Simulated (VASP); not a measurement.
# Si2Ni (I4/mmm) in VASP: notebook, part 2 of 3

VASP 6.6.1. Earlier steps stand in the parts before.

### Step 3. Single point, PBEsol (strain +0.040 along x and y, +0.000 along z)

The input, INCAR:

```
SYSTEM = Si2Ni
PREC = Accurate
ENCUT = 520
EDIFF = 1E-6
ISMEAR = 0
SIGMA = 0.15
LREAL = .FALSE.
LASPH = .TRUE.
NELM = 100
ALGO = Normal
ISIF = 2
LWAVE = .FALSE.
LCHARG = .TRUE.
GGA = PS
LELF = .TRUE.
LVHAR = .TRUE.
NBANDS = 16
```

The input, KPOINTS:

```
Automatic mesh
0
G
  16 16 16
  0 0 0
```

The input, POSCAR:

```
Si2Ni
1.0
    0.0000000000      2.8035330382      2.6957048444
    2.8035330382      0.0000000000      2.6957048444
    2.8035330382      2.8035330382      0.0000000000
Si Ni
2 1
Direct
    0.2500000000      0.2500000000      0.2500000000
    0.7500000000      0.7500000000      0.7500000000
    0.0000000000      0.0000000000      0.0000000000
```

Potentials or basis: VASP PAW PBE potentials, release 64 (Si, Ni).

On the command line:

```
$ cat potpaw_PBE.64/Si/POTCAR potpaw_PBE.64/Ni/POTCAR > POTCAR
$ mpirun -np 1 vasp_std > vasp.out
```

OUTCAR:

```text
SYSTEM = Si2Ni
   PREC = Accurate
   ENCUT = 520
   EDIFF = 1E-6
   ISMEAR = 0
   LREAL = .FALSE.
   LASPH = .TRUE.
   NELM = 100
   ISIF = 2
   GGA = PS

 ion  position               nearest neighbor table
   1  0.250  0.250  0.250-   3 2.40   3 2.40   3 2.40   3 2.40   2 2.70   2 2.70   2 2.80   2 2.80
                             2 2.80   2 2.80
   2  0.750  0.750  0.750-   3 2.40   3 2.40   3 2.40   3 2.40   1 2.70   1 2.70   1 2.80   1 2.80
                             1 2.80   1 2.80
   3  0.000  0.000  0.000-   1 2.40   2 2.40   2 2.40   2 2.40   2 2.40   1 2.40   1 2.40   1 2.40

  LATTYP: Found a body centered tetragonal cell.
 ALAT       =     3.9647944452
[... 648 lines left out ...]
 [... further k-points ...]
[... 5 lines left out ...]
  --------------------------------------------------------------------------------------
  -------------------------------------------------------------------------------------
  Total       -2.9307472     -2.9307472     -2.3869541      0.0000000      0.0000000      0.0000000
  in kB     -110.8090563   -110.8090563    -90.2487000      0.0000000      0.0000000      0.0000000
  external PRESSURE =    -103.9556042 kB  Pullay stress =       0.0000000 kB

 VOLUME and BASIS-vectors are now :
 -----------------------------------------------------------------------------
  energy-cutoff  :      520.00
  volume of cell :       42.38
      direct lattice vectors                 reciprocal lattice vectors
     0.000000000  2.803533038  2.695704844    -0.178346391  0.178346391  0.185480247
     2.803533038  0.000000000  2.695704844     0.178346391 -0.178346391  0.185480247
     2.803533038  2.803533038  0.000000000     0.178346391  0.178346391 -0.185480247

 POSITION                                       TOTAL-FORCE (eV/Angst)
 -----------------------------------------------------------------------------------
      1.40177      1.40177      1.34785         0.000000      0.000000      0.000000
      4.20530      4.20530      4.04356        -0.000000     -0.000000     -0.000000
      0.00000      0.00000      0.00000         0.000000      0.000000     -0.000000
 -----------------------------------------------------------------------------------
    total drift:                                0.000000     -0.000000     -0.000000

  FREE ENERGIE OF THE ION-ELECTRON SYSTEM (eV)
  ---------------------------------------------------
  free  energy   TOTEN  =       -18.8685997086 eV

  energy  without entropy=      -18.8578753826  energy(sigma->0) =      -18.86323755
```

OSZICAR:

```text
N       E                     dE             d eps       ncg     rms          rms(c)
DAV:   1     0.614114783804E+02    0.61411E+02   -0.77147E+03 11240   0.113E+03
DAV:   2    -0.177501242407E+02   -0.79162E+02   -0.72425E+02 12256   0.208E+02
DAV:   3    -0.209937056147E+02   -0.32436E+01   -0.31828E+01 14752   0.463E+01
DAV:   4    -0.210454626755E+02   -0.51757E-01   -0.51733E-01 13144   0.554E+00
DAV:   5    -0.210468371385E+02   -0.13745E-02   -0.13744E-02 14968   0.965E-01    0.166E+01
DAV:   6    -0.269705436767E+02   -0.59237E+01   -0.46893E+01 11376   0.157E+02    0.273E+01
DAV:   7    -0.191235493356E+02    0.78470E+01   -0.13901E+01 13904   0.952E+01    0.449E+00
DAV:   8    -0.189044724028E+02    0.21908E+00   -0.19618E+00 14936   0.232E+01    0.243E+00
DAV:   9    -0.188715531439E+02    0.32919E-01   -0.28245E-01 13672   0.778E+00    0.699E-01
DAV:  10    -0.188689005971E+02    0.26525E-02   -0.88267E-03 16168   0.171E+00    0.341E-01
DAV:  11    -0.188685976816E+02    0.30292E-03   -0.10906E-03 16248   0.350E-01    0.532E-02
DAV:  12    -0.188686025805E+02   -0.48989E-05   -0.53761E-05 15120   0.646E-02    0.274E-02
DAV:  13    -0.188685996421E+02    0.29384E-05   -0.16928E-05 13680   0.895E-02    0.781E-03
DAV:  14    -0.188685997086E+02   -0.66502E-07   -0.17030E-06  9456   0.163E-02
   1 F= -.18868600E+02 E0= -.18863238E+02  d E =-.107243E-01
```

stdout:

```text
POSCAR found type information on POSCAR SiNi
 POSCAR found :  2 types and       3 ions
 scaLAPACK will be used
 -----------------------------------------------------------------------------
|                                                                             |
|                                                                             |
|     You enforced a specific xc type in the INCAR file but a different       |
|     I HOPE YOU KNOW WHAT YOU ARE DOING!                                     |
|                                                                             |
 -----------------------------------------------------------------------------

 LDA part: xc-table for (Slater+PW92), standard interpolation
 POSCAR, INCAR and KPOINTS ok, starting setup
 FFT: planning ... GRIDC
 FFT: planning ... GRID_SOFT
 FFT: planning ... GRID
 WAVECAR not read
 entering main loop
```

Wall time 99 s (1 thread of Intel Xeon 6975P-C (Granite Rapids), shared host); peak memory 0.35 GiB.

Results:

```yaml
Free_energy: -18.8686 eV
Pressure: -10.4 GPa
Band_gap_on_the_k_mesh: zero (bands 9 and 10 overlap by 2.47 eV)
```

Levels at points of the mesh, in eV from the Fermi level:
```csv
k point,band 5,band 6,band 7,band 8,band 9,band 10,band 11,band 12,band 13,band 14
"(0.00, 0.00, 0.00)",-3.12,-3.02,-0.71,1.38,1.86,1.86,2.28,2.28,2.72,4.26
"(0.50, 0.00, 0.00)",-3.34,-2.92,-2.91,-1.33,-1.08,1.74,1.75,1.80,2.44,8.81
"(0.50, 0.50, 0.00)",-4.26,-3.18,-3.18,-2.96,-2.73,-0.58,1.41,7.73,7.73,7.93
"(0.50, 0.00, 0.50)",-3.84,-3.27,-3.14,-3.07,-2.70,-0.36,1.64,7.33,7.78,8.51
```

Caveat: the cell differs from its parent crystal (strain +0.040 along x and y, +0.000 along z); the cell stands under tension; the PAW data sets were made with another functional, which shifts forces and pressure a little.

[end of part 2 of 3]
